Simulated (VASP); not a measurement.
# KZnF3 (a cell with a defect) in VASP: single point with PBEsol

Aim: the single point of KZnF3 (a cell with a defect) with PBEsol.

All numbers are computed with VASP 6.6.1; they aren't measurements. Logs are shortened: lines on timing, memory, paths and dates and some standing lists are left out, and cuts for length are marked.

### Step 1. The cell of the first run

The cell holds a defect, 40 atoms: a = 8.105 Å, b = 8.105 Å, c = 8.105 Å, α = 90.00°, β = 90.00°, γ = 90.00°.

### Step 2. Single point, PBEsol

INCAR reads:

```
ALGO = Normal
EDIFF = 1E-6
ENCUT = 520
GGA = PS
ISIF = 2
ISMEAR = -1
ISYM = 0
LASPH = True
LCHARG = True
LELF = True
LREAL = Auto
LVHAR = True
LWAVE = False
NBANDS = 194
NELM = 100
PREC = Accurate
SIGMA = 0.05
```

KPOINTS reads:

```
Automatic mesh
0
Gamma
  1 1 1
  0.25 0.25 0.25
```

POSCAR reads:

```
KZnF3
1.0
    8.1045260000      0.0000000000      0.0000000000
    0.0000000000      8.1045260000      0.0000000000
    0.0000000000      0.0000000000      8.1045260000
Zn K F
8 8 24
Direct
    0.0832180000      0.9871780000      0.0920080000
    0.2456810000      0.2453150000      0.7532210000
    0.2637150000      0.7430020000      0.2659840000
    0.2484130000      0.7479680000      0.7522490000
    0.7550710000      0.2432980000      0.2433840000
    0.7523670000      0.2465150000      0.7487430000
    0.7465030000      0.7506840000      0.2460330000
    0.7503310000      0.7532510000      0.7474390000
    0.9915060000      0.0002880000      0.5191660000
    0.9775510000      0.5050780000      0.9753750000
    0.9962440000      0.5022580000      0.5071160000
    0.5123850000      0.9978660000      0.9883690000
    0.5043020000      0.0113070000      0.5077360000
    0.5254590000      0.5004820000      0.9871570000
    0.5185540000      0.4970720000      0.5084530000
    0.2517400000      0.2809110000      0.2424080000
    0.2035820000      0.1572050000      0.9750110000
    0.2642500000      0.3006460000      0.5280400000
    0.2226480000      0.8082120000      0.9969760000
    0.2590960000      0.7067360000      0.5078990000
    0.7588980000      0.2547210000      0.9924800000
    0.7538570000      0.2467030000      0.4980640000
    0.7498290000      0.7479780000      0.9957350000
    0.7465840000      0.7514040000      0.4964890000
    0.9786790000      0.1601620000      0.2291600000
    0.9966820000      0.2621970000      0.7332740000
    0.9869290000      0.8226730000      0.2380890000
    0.9988910000      0.7421580000      0.7372990000
    0.5322180000      0.3049610000      0.2404510000
    0.4999580000      0.2459020000      0.7698420000
    0.5000280000      0.7000250000      0.2384330000
    0.4983850000      0.7496650000      0.7599290000
    0.2752000000      0.9790900000      0.2716120000
    0.2544130000      0.9917440000      0.7005280000
    0.1579280000      0.5475880000      0.2174460000
    0.2538320000      0.5013620000      0.8125590000
    0.6898660000      0.9924920000      0.2500100000
    0.7444710000      0.9985780000      0.7419520000
    0.7992540000      0.5059080000      0.2499750000
    0.7446120000      0.5017300000      0.7415530000
```

Potentials or basis: VASP PAW PBE potentials, release 64 (Zn, K_sv, F).

Launch:

```bash
$ cat potpaw_PBE.64/Zn/POTCAR potpaw_PBE.64/K_sv/POTCAR potpaw_PBE.64/F/POTCAR > POTCAR
$ mpirun -np 1 vasp_std > vasp.out
```

OUTCAR:

```text
EDIFF = 1E-6
   ENCUT = 520
   GGA = PS
   ISIF = 2
   ISMEAR = -1
   ISYM = 0
   LASPH = True
   LREAL = Auto
   NELM = 100
   PREC = Accurate

 ion  position               nearest neighbor table
   1  0.083  0.987  0.092-  17 1.94  27 1.95  25 1.98  19 1.99  33 2.13   3 2.84  16 3.00
   2  0.246  0.245  0.753-  18 1.89  17 1.96  26 2.03  30 2.07  34 2.10  36 2.13
   3  0.264  0.743  0.266-  35 1.84  33 1.92  31 1.96  20 1.98  19 2.27  27 2.35   1 2.84
   4  0.248  0.748  0.752-  20 2.01  34 2.02  28 2.03  32 2.03  19 2.05  36 2.06
   5  0.755  0.243  0.243-  29 1.87  25 1.94  21 2.04  22 2.06  37 2.10  39 2.16
   6  0.752  0.247  0.749-  21 1.98  26 1.99  38 2.01  22 2.03  30 2.05  40 2.07  10 3.33   9 3.35
                            14 3.37  13 3.39  15 3.39  12 3.41
   7  0.747  0.751  0.246-  37 2.01  23 2.03  39 2.03  24 2.03  27 2.04  31 2.04  14 3.42
   8  0.750  0.753  0.747-  38 1.99  23 2.01  28 2.02  24 2.03  40 2.04  32 2.04  10 3.29   9 3.35
                            14 3.36  12 3.39  15 3.40
   9  0.992  0.000  0.519-  34 2.59  25 2.69  27 2.69  38 2.70  28 2.74  26 2.74  22 2.78  24 2.84
                             6 3.35   8 3.35
  10  0.978  0.505  0.975-  35 2.47  36 2.60  39 2.65  40 2.68  21 2.70  23 2.70  28 2.73  26 2.78
                             8 3.29   6 3.33  16 3.59  14 3.67  11 3.80
  11  0.996  0.502  0.507-  39 2.63  26 2.67  28 2.69  20 2.70  35 2.71  18 2.72  40 2.79  22 2.86
                            16 3.48  10 3.80
  12  0.512  0.998  0.988-  37 2.56  30 2.68  32 2.74  38 2.74  23 2.79  19 2.81  17 2.82   8 3.39
                             6 3.41  16 3.74
  13  0.504  0.011  0.508-  34 2.56  37 2.58  33 2.68  38 2.72  22 2.78  30 2.85   6 3.39  16 3.69

  14  0.525  0.500  0.987-  29 2.59  31 2.61  36 2.62  40 2.67  23 2.71  30 2.72  32 2.74  21 2.75
                             8 3.36   6 3.37   7 3.42  16 3.52  10 3.67
  15  0.519  0.497  0.508-  18 2.61  40 2.63  29 2.67  20 2.70  31 2.74  24 2.77  22 2.79   6 3.39
                             8 3.40  16 3.52
  16  0.252  0.281  0.242-  29 2.28  35 2.30  18 2.32  17 2.42  25 2.42  33 2.46   1 3.00  11 3.48
                            14 3.52  15 3.52  10 3.59  13 3.69  12 3.74
  17  0.204  0.157  0.975-   1 1.94   2 1.96  16 2.42  12 2.82
  18  0.264  0.301  0.528-   2 1.89  16 2.32  15 2.61  11 2.72
  19  0.223  0.808  0.997-   1 1.99   4 2.05   3 2.27  12 2.81
  20  0.259  0.707  0.508-   3 1.98   4 2.01  11 2.70  15 2.70
  21  0.759  0.255  0.992-   6 1.98   5 2.04  10 2.70  14 2.75
  22  0.754  0.247  0.498-   6 2.03   5 2.06   9 2.78  13 2.78  15 2.79  11 2.86
  23  0.750  0.748  0.996-   8 2.01   7 2.03  10 2.70  14 2.71  12 2.79
  24  0.747  0.751  0.496-   7 2.03   8 2.03  15 2.77   9 2.84
  25  0.979  0.160  0.229-   5 1.94   1 1.98  16 2.42   9 2.69
  26  0.997  0.262  0.733-   6 1.99   2 2.03  11 2.67   9 2.74  10 2.78
  27  0.987  0.823  0.238-   1 1.95   7 2.04   3 2.35   9 2.69
  28  0.999  0.742  0.737-   8 2.02   4 2.03  11 2.69  10 2.73   9 2.74
  29  0.532  0.305  0.240-   5 1.87  16 2.28  14 2.59  15 2.67
  30  0.500  0.246  0.770-   6 2.05   2 2.07  12 2.68  14 2.72  13 2.85
  31  0.500  0.700  0.238-   3 1.96   7 2.04  14 2.61  15 2.74
  32  0.498  0.750  0.760-   4 2.03   8 2.04  12 2.74  14 2.74
  33  0.275  0.979  0.272-   3 1.92   1 2.13  16 2.46  13 2.68
  34  0.254  0.992  0.701-   4 2.02   2 2.10  13 2.56   9 2.59
  35  0.158  0.548  0.217-   3 1.84  16 2.30  10 2.47  11 2.71
  36  0.254  0.501  0.813-   4 2.06   2 2.13  10 2.60  14 2.62
  37  0.690  0.992  0.250-   7 2.01   5 2.10  12 2.56  13 2.58
  38  0.744  0.999  0.742-   8 1.99   6 2.01   9 2.70  13 2.72  12 2.74
  39  0.799  0.506  0.250-   7 2.03   5 2.16  11 2.63  10 2.65
  40  0.745  0.502  0.742-   8 2.04   6 2.07  15 2.63  14 2.67  10 2.68  11 2.79

IMPORTANT INFORMATION: All symmetrisations will be switched off!
NOSYMM: (Re-)initialisation of all symmetry stuff for point group C_1.

----------------------------------------------------------------------------------------

                                     Primitive cell

  volume of cell :     532.3324

  direct lattice vectors                    reciprocal lattice vectors
     8.104526000  0.000000000  0.000000000     0.123387845  0.000000000  0.000000000
     0.000000000  8.104526000  0.000000000     0.000000000  0.123387845  0.000000000
     0.000000000  0.000000000  8.104526000     0.000000000  0.000000000  0.123387845

  length of vectors
     8.104526000  8.104526000  8.104526000     0.123387845  0.123387845  0.123387845

  position of ions in fractional coordinates (direct lattice)
     0.083218000  0.987178000  0.092008000
     0.245681000  0.245315000  0.753221000
     0.263715000  0.743002000  0.265984000
     0.248413000  0.747968000  0.752249000
     0.755071000  0.243298000  0.243384000
     0.752367000  0.246515000  0.748743000
[... 32 lines left out ...]
     0.799254000  0.505908000  0.249975000
     0.744612000  0.501730000  0.741553000

  ion indices of the primitive-cell ions
   primitive index   ion index
                 1           1
                 2           2
                 3           3
                 4           4
                 5           5
                 6           6
[... 32 lines left out ...]
                39          39
                40          40

----------------------------------------------------------------------------------------

 KPOINTS: Automatic mesh

Automatic generation of k-mesh.
 Grid dimensions read from file:
 generate k-points for:    1    1    1

 Generating k-lattice:

  Cartesian coordinates                     Fractional coordinates (reciprocal lattice)
     0.123387845  0.000000000  0.000000000     1.000000000  0.000000000  0.000000000
     0.000000000  0.123387845  0.000000000     0.000000000  1.000000000  0.000000000
     0.000000000  0.000000000  0.123387845     0.000000000  0.000000000  1.000000000

  Length of vectors
     0.123387845  0.123387845  0.123387845

  Shift w.r.t. Gamma in fractional coordinates (k-lattice)
     0.250000000  0.250000000  0.250000000

 Subroutine IBZKPT returns following result:
 ===========================================

 Found      4 irreducible k-points:

 Following reciprocal coordinates:
            Coordinates               Weight
  0.250000  0.250000  0.250000      2.000000
 -0.250000  0.250000  0.250000      2.000000
 -0.250000 -0.250000  0.250000      2.000000
  0.250000 -0.250000  0.250000      2.000000
   k-points           NKPTS =      4   k-points in BZ     NKDIM =      4   number of bands    NBANDS=    194
   number of dos      NEDOS =    301   number of ions     NIONS =     40
   total plane-waves  NPLWV = 216000
   dimension x,y,z NGX =    60 NGY =   60 NGZ =   60
   dimension x,y,z NGXF=   120 NGYF=  120 NGZF=  120
   ions per type =               8   8  24
   NGX,Y,Z   is equivalent  to a cutoff of  12.31, 12.31, 12.31 a.u.
   NGXF,Y,Z  is equivalent  to a cutoff of  24.62, 24.62, 24.62 a.u.
 SYSTEM =  unknown system
   PREC   = accura    normal or accurate (medium, high low for compatibility)
   ISTART =      0    job   : 0-new  1-cont  2-samecut
   ICHARG =      2    charge: 1-file 2-atom 10-const
   ISPIN  =      1    spin polarized calculation?
   LNONCOLLINEAR =      F non collinear calculations
   LSORBIT =      F    spin-orbit coupling
   LASPH  =      T    aspherical Exc in radial PAW
   ENCUT  =  520.0 eV  38.22 Ry    6.18 a.u.  15.07 15.07 15.07*2*pi/ulx,y,z
   NELM   =    100;   NELMIN=  2; NELMDL= -5     # of ELM steps
   EDIFF  = 0.1E-05   stopping-criterion for ELM
   LREAL  =      T    real-space projection
   EDIFFG = 0.1E-04   stopping-criterion for IOM
   NSW    =      0    number of steps for IOM
   IBRION =     -1    ionic relax: 0-MD 1-quasi-New 2-CG
   NFREE  =      0    steps in history (QN), initial steepest desc. (CG)
   ISIF   =      2    stress and relaxation
   ISYM   =      0    0-nonsym 1-usesym 2-fastsym
   POTIM  = 0.5000    time-step for ionic-motion
   TEBEG  =    0.0;   TEEND  =   0.0 temperature during run
   PSTRESS=    0.0 pullay stress
   NELECT =     336.0000    total number of electrons
   NUPDOWN=      -1.0000    fix difference up-down
   EMIN   =  10.00;   EMAX   =-10.00  energy-range for DOS
   EFERMI =   0.00;   METHOD = LEGACY
   ISMEAR =    -1;   SIGMA  =   0.05  broadening in eV -4-tet -1-fermi 0-gaus
   EFERMI_NEDOS =   21; number of points for ismear=-14 and -15
   IALGO  =     38    algorithm
   IMIX   =      4    mixing-type and parameters
     AMIX     =   0.40;   BMIX     =  1.00
     AMIX_MAG =   1.60;   BMIX_MAG =  1.00
  volume/ion in A,a.u.               =      13.31        89.81
  Fermi-wavevector in a.u.,A,eV,Ry     =   1.404301  2.653745 26.831535  1.972062
  Thomas-Fermi vector in A             =   2.526877
   LORBIT       =      0    0 simple, 1 ext, 2 COOP (PROOUT), +10 PAW based schemes
   GGA     = PS    functional components
   LHFCALC =     F    Hartree Fock is set to
   AEXX    =    0.0000 exact exchange contribution
   IVDW    =     0    specifies the selected vdW correction
   LEPSILON=     F    determine dielectric tensor
   LRPA    =     F    only Hartree local field effects (RPA)
 non-spin polarized calculation
  energy-cutoff  :      520.00
  volume of cell :      532.33
 maximum number of plane-waves:     14330
   NGX = 31   NGY = 31   NGZ = 31

 number of electron     335.9999971 magnetization

 Free energy of the ion-electron system (eV)
  ---------------------------------------------------
  ext. energy  EPLUGINS =         0.00000000
  ---------------------------------------------------
  free energy    TOTEN  =      -167.87029297 eV

  energy without entropy =     -167.87029297  energy(sigma->0) =     -167.87029297

 E-fermi :   0.1288     XC(G=0): -10.0727

 val. band max:       -1.0654586661   @ k =   0.2500   0.2500   0.2500
 cond. band min:       3.2848883450   @ k =   0.2500   0.2500   0.2500
 fundamental gap:      4.3503470110
 Fermi energy:         0.1287733996

 k-point     1 :       0.2500    0.2500    0.2500
  band No.  band energies     occupation
      1     -27.7582      2.00000
      2     -27.7004      2.00000
      3     -27.6407      2.00000
      4     -27.6140      2.00000
      5     -27.5809      2.00000
      6     -27.5578      2.00000
[... 721 lines left out ...]
    179       7.7782      0.00000
    180       7.9166      0.00000
 [bands above 180 left out]

------------------------ aborting loop because EDIFF is reached ----------------------------------------

  FORCE on cell =-STRESS in cart. coord.  units (eV):
  Direction    XX          YY          ZZ          XY          YZ          ZX
  --------------------------------------------------------------------------------------
  -------------------------------------------------------------------------------------
  Total       14.7594950     10.1285333     14.0994991      0.3191974      0.8760289      1.9478568
  in kB       44.4221140     30.4841636     42.4357035      0.9606983      2.6366115      5.8625255
  external PRESSURE =      39.1139937 kB  Pullay stress =       0.0000000 kB

 VOLUME and BASIS-vectors are now :
 -----------------------------------------------------------------------------
  energy-cutoff  :      520.00
  volume of cell :      532.33
      direct lattice vectors                 reciprocal lattice vectors
     8.104526000  0.000000000  0.000000000     0.123387845  0.000000000  0.000000000
     0.000000000  8.104526000  0.000000000     0.000000000  0.123387845  0.000000000
     0.000000000  0.000000000  8.104526000     0.000000000  0.000000000  0.123387845

 POSITION                                       TOTAL-FORCE (eV/Angst)
 -----------------------------------------------------------------------------------
      0.67444      8.00061      0.74568        -0.048801      0.002094     -0.046181
      1.99113      1.98816      6.10450         0.009246      0.000772      0.053826
      2.13729      6.02168      2.15567         0.007400      0.032264     -0.005030
      2.01327      6.06193      6.09662         0.002540     -0.013030      0.012450
      6.11949      1.97181      1.97251         0.045582      0.004826      0.010639
      6.09758      1.99789      6.06821        -0.016721      0.009627     -0.012505
[... 32 lines left out ...]
      6.47757      4.10014      2.02593         0.006889     -0.036438      0.000491
      6.03473      4.06628      6.00994        -0.001926     -0.005842     -0.005577
 -----------------------------------------------------------------------------------
    total drift:                               -0.002072     -0.020010     -0.004113

  FREE ENERGIE OF THE ION-ELECTRON SYSTEM (eV)
  ---------------------------------------------------
  free  energy   TOTEN  =      -167.8702929706 eV

  energy  without entropy=     -167.8702929705  energy(sigma->0) =     -167.87029297
```

Run time: 9.5 min. Hardware: 1 thread of Intel Xeon 6975P-C (Granite Rapids), shared host; peak memory 0.63 GiB.

Results:

```yaml
Free_energy: -167.8703 eV
Pressure: 3.9 GPa
Largest_force: 0.107 eV/Å
Band_gap_on_the_k_mesh: 4.35 eV
```

Forces in eV/Å, atoms in the order of the input:
```
Zn  -0.049  0.002 -0.046
Zn   0.009  0.001  0.054
Zn   0.007  0.032 -0.005
Zn   0.003 -0.013  0.012
Zn   0.046  0.005  0.011
Zn  -0.017  0.010 -0.013
Zn   0.000 -0.011  0.006
Zn  -0.004 -0.008 -0.005
K   -0.001 -0.009 -0.001
K   -0.003 -0.002  0.001
K   -0.001 -0.003  0.003
K   -0.003 -0.003  0.006
K    0.007 -0.004 -0.007
K   -0.005 -0.002  0.004
K   -0.003  0.005 -0.001
K   -0.005  0.005 -0.004
F    0.017  0.023 -0.014
F    0.009  0.028 -0.085
F    0.028 -0.032 -0.001
F    0.003 -0.019  0.012
F   -0.001 -0.006  0.021
F    0.007  0.000 -0.010
F    0.009  0.007  0.003
F   -0.003  0.005  0.002
F    0.017  0.013  0.022
F    0.019  0.003 -0.005
F    0.000 -0.038  0.034
F    0.010  0.000  0.002
F   -0.076  0.034  0.000
F   -0.005 -0.002  0.004
F    0.029 -0.012 -0.004
F    0.002  0.001  0.000
F    0.028  0.071  0.024
F    0.000  0.021 -0.002
F   -0.072 -0.075 -0.024
F    0.004 -0.020  0.005
F   -0.004  0.023  0.005
F   -0.004  0.012  0.002
F    0.007 -0.036  0.000
F   -0.002 -0.006 -0.006
```

Stress tensor (GPa, compression positive):
```
4.44 0.10 0.59
0.10 3.05 0.26
0.59 0.26 4.24
```

Caveat: the PAW data sets were made with another functional, which shifts forces and pressure a little.
